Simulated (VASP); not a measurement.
Here is a VASP 6.6.1 calculation.

File INCAR:

```
ALGO = Normal ; EDIFF = 1E-7
ENCUT = 520 ; ISIF = 2
ISMEAR = -1 ; ISYM = 0
LASPH = True ; LCHARG = False
LREAL = Auto ; LWAVE = False
NBANDS = 167 ; NELECT = 256.0
NELM = 80 ; PREC = Accurate
SIGMA = 0.05
```

The input KPOINTS:

```
Automatic mesh
0
Gamma
  1 1 1
  0.25 0.25 0.25
```

File POSCAR:

```
Mg33O32
1.0
    8.4288080000      0.0000000000      0.0000000000
    0.0000000000      8.4288080000      0.0000000000
    0.0000000000      0.0000000000      8.4288080000
O Mg
32 33
Direct
    0.2507260000      0.0002570000      0.0005560000
    0.2485440000      0.9942310000      0.5012060000
    0.2485370000      0.5009100000      0.9945230000
    0.2487550000      0.5007610000      0.5010510000
    0.7496620000      0.9998240000      0.0001210000
    0.7492380000      0.0002820000      0.4991040000
    0.7492380000      0.4987960000      0.0005670000
    0.7553060000      0.5009580000      0.5012750000
    0.0007090000      0.2502660000      0.0005500000
    0.9947060000      0.2480790000      0.5012120000
    0.0002760000      0.7492060000      0.0001250000
    0.0007240000      0.7487910000      0.4991030000
    0.5013640000      0.2480810000      0.9945380000
    0.5011580000      0.2483300000      0.5010370000
    0.4992590000      0.7487880000      0.0005680000
    0.5014300000      0.7548360000      0.5012750000
    0.0007110000      0.0002540000      0.2505670000
    0.0002750000      0.9998160000      0.7495170000
    0.9946690000      0.5009100000      0.2483780000
    0.0007260000      0.4987990000      0.7490890000
    0.5013620000      0.9942250000      0.2483890000
    0.4992530000      0.0002780000      0.7490820000
    0.5012340000      0.5007640000      0.2486200000
    0.5014240000      0.5009620000      0.7551460000
    0.2487970000      0.2483520000      0.2486530000
    0.2485780000      0.2481170000      0.7550590000
    0.2485700000      0.7547710000      0.2484110000
    0.2507430000      0.7487980000      0.7490990000
    0.7552210000      0.2481080000      0.2484280000
    0.7492490000      0.2502850000      0.7490850000
    0.7492510000      0.7488030000      0.2505910000
    0.7496680000      0.7492140000      0.7495130000
    0.9997130000      0.9992620000      0.9995600000
    0.9943190000      0.9938600000      0.5003610000
    0.9942950000      0.5000520000      0.9941450000
    0.9983640000      0.5004480000      0.5007500000
    0.5005150000      0.9938500000      0.9941540000
    0.5008970000      0.9979000000      0.5007530000
    0.5009050000      0.5004510000      0.9982100000
    0.5306890000      0.5302060000      0.5305310000
    0.2490390000      0.2485810000      0.9981630000
    0.2194530000      0.2189630000      0.5302580000
    0.2494340000      0.7551720000      0.9941680000
    0.2490570000      0.7511660000      0.5007620000
    0.7556200000      0.2489750000      0.9941870000
    0.7516300000      0.2485980000      0.5007480000
    0.7502320000      0.7497730000      0.9996020000
    0.7556970000      0.7552480000      0.5003810000
    0.2490380000      0.9978620000      0.2488790000
    0.2494310000      0.9938910000      0.7554600000
    0.2193720000      0.5299980000      0.2192290000
    0.2490570000      0.5004520000      0.7514600000
    0.7556200000      0.9938800000      0.2492760000
    0.7502270000      0.9992990000      0.7500770000
    0.7516080000      0.5004580000      0.2489090000
    0.7556970000      0.5000810000      0.7555370000
    0.9983270000      0.2485870000      0.2488850000
    0.9943390000      0.2489720000      0.7554540000
    0.9943290000      0.7551680000      0.2492780000
    0.9997540000      0.7497780000      0.7500770000
    0.5304300000      0.2189440000      0.2192720000
    0.5009150000      0.2486080000      0.7514730000
    0.5009100000      0.7511550000      0.2489100000
    0.5005370000      0.7552380000      0.7555360000
    0.3750860000      0.3747000000      0.3749150000
```

Potentials or basis: VASP PAW LDA potentials, release 64 (O, Mg).

Run with:

```console
$ cat potpaw_LDA.64/O/POTCAR potpaw_LDA.64/Mg/POTCAR > POTCAR
$ mpirun -np 1 vasp_std > vasp.out
```

(1) Estimate the largest force.

Results:

(1) 0.148 eV/Å.

Caveat: the cell carries a net charge on a neutralising background, which shifts energy and pressure.
